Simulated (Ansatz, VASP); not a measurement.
# Two plane-wave programs on ZrGeF

File INCAR:

```
PREC     = Accurate       # precision mode
ENCUT    = 520            # plane-wave cutoff, eV
EDIFF    = 1E-6           # SCF threshold, eV
ISMEAR   = -1             # smearing method
SIGMA    = 0.1            # smearing width, eV
LREAL    = False          # projectors in reciprocal space
LASPH    = True           # aspherical terms in the spheres
NELM     = 80             # most SCF steps
ALGO     = Normal         # electronic algorithm
ISIF     = 2              # what is computed and relaxed
LWAVE    = False          # write WAVECAR
LCHARG   = True           # write CHGCAR
LELF     = True           # ELF
LVHAR    = True         
NBANDS   = 42             # bands
```

The input KPOINTS:

```
regular mesh
0
Gamma
  5 5 3
```

The input POSCAR:

```
ZrGeF
1.0
    3.3999840000      0.0000000000      0.0000000000
    0.0000000000      3.3999840000      0.0000000000
    0.0000000000      0.0000000000      7.6344290000
Zr F Ge
2 2 2
Direct
    0.0000000000      0.5000000000      0.2440000000
    0.5000000000      0.0000000000      0.7560000000
    0.0000000000      0.5000000000      0.6230000000
    0.5000000000      0.0000000000      0.3770000000
    0.0000000000      0.0000000000      0.0000000000
    0.5000000000      0.5000000000      0.0000000000
```

Input for Ansatz:

```yaml
crystal:
  lattice:
    - [3.399984, 0.0, 0.0]
    - [0.0, 3.399984, 0.0]
    - [0.0, 0.0, 7.634429]
  atoms:
    - { symbol: Zr, position: [0.0, 0.5, 0.244] }
    - { symbol: Zr, position: [0.5, 0.0, 0.756] }
    - { symbol: F, position: [0.0, 0.5, 0.623] }
    - { symbol: F, position: [0.5, 0.0, 0.377] }
    - { symbol: Ge, position: [0.0, 0.0, 0.0] }
    - { symbol: Ge, position: [0.5, 0.5, 0.0] }
  symmetry: { tolerance: 0.0003 }
kpoints:
  mp_grid: { grid: [5, 5, 3], shift: [0, 0, 0] }
magnetization:
  spin_polarized: false
scf:
  occupations: { method: fermi_dirac }
hamiltonian:
  pseudopotentials: { kind: paw }
  xc: lda
basis:
  ecutwfc: 420
output:
  forces: true
  stress: true
  eigenvalues: true
  write_density: true
  write_potential: true
  elf: true
  volumetric_format: npy
```

Alike in both runs: task single point; functional LDA; k mesh 5 × 5 × 3; no spin polarisation.

```csv
,VASP,Ansatz
version,VASP 6.6.1,Ansatz 0.2.0
potentials or method,"VASP PAW LDA potentials, release 64 (Zr_sv, F, Ge_d), cutoff 520 eV",PAW plane waves
occupations,"fermi-dirac, width 0.1 eV",fermi-dirac
valence electrons in the cell,66,66
```

|  | VASP | Ansatz | Ansatz less VASP |
| --- | --- | --- | --- |
| gap on the k mesh at the Fermi level (eV) | none | none | - |
| pressure (GPa) | 19.6 | 19.2 | -0.46 |
| traceless stress, the component that is largest in VASP (GPa) | 7.52 | 7.42 | -0.099 |
| rms of the force components (eV/Å) | 1.935 | 1.904 | -0.0315 |

LDA's correlation is that of Perdew and Zunger in VASP and of Perdew and Wang (1992) in Ansatz. Atom by atom the forces differ by 0.032 eV/Å (rms over components). A gap of «none» marks a metal or a gap that the smearing closes.

The k mesh is coarse, so the values compare programs but aren't converged.
